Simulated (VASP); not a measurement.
Input of a VASP 6.6.1 run:

INCAR

```
SYSTEM = S
ALGO = Normal ; EDIFF = 1E-6
ENCUT = 520 ; GGA = PS
ISIF = 2 ; ISMEAR = -1
LASPH = .TRUE. ; LCHARG = .FALSE.
LREAL = .FALSE. ; LWAVE = .FALSE.
NBANDS = 9 ; NELM = 60
PREC = Accurate ; SIGMA = 0.13605693000000002
```

The input KPOINTS:

```
k-points
0
G
  15 15 15
  0 0 0
```

POSCAR

```
S
1.0
   -1.5480725261      1.5480725261      1.5480725261
    1.5480725261     -1.5480725261      1.5480725261
    1.5480725261      1.5480725261     -1.5480725261
S
1
Direct
    0.0000000000      0.0000000000      0.0000000000
```

Potentials or basis: VASP PAW PBE potentials, release 64 (S).

Command:

```sh
$ cat potpaw_PBE.64/S/POTCAR > POTCAR
$ mpirun -np 1 vasp_std > vasp.out
```

Question: Estimate the band gap on the k mesh.

Answer: Zero (band 3 reaches 11.98 eV, above the bottom of band 4 at 4.77 eV).

Question: Estimate the pressure.

Answer: 0.6 GPa.

Caveat: the PAW data sets were made with another functional, which shifts forces and pressure a little.
